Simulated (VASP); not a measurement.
## MgS: single point with PBEsol

MgS:

```
Mg S
1.0
     0.00000    2.79483    2.79483
     2.79483    0.00000    2.79483
     2.79483    2.79483    0.00000
Mg S
1 1
Cartesian
  0.0000 0.0000 0.0000
  4.1922 4.1922 4.1922
```

- Program: VASP 6.6.1
- Task: single point
- Functional: PBEsol
- Potentials or basis: VASP PAW PBE potentials, release 64 (Mg, S)
- Cutoff: 520 eV
- k mesh: 5 × 5 × 5
- Occupations: gaussian, width 0.01 eV
- Spin: no spin polarisation

```json
{"Pressure": "2.0 GPa", "Band gap on the k mesh": "3.48 eV, direct"}
```

Levels at points of the mesh, in eV from the valence-band top:
```tsv
k point	band 2	band 3	band 4	band 5	band 6	band 7
(0.00, 0.00, 0.00)	0.00	0.00	0.00	3.48	7.97	7.97
```

Run time: 4.9 s on 1 thread of Intel Xeon 6975P-C, on a shared host, peak memory 0.16 GiB.

Caveat: the PAW data sets were made with another functional, which shifts forces and pressure a little.
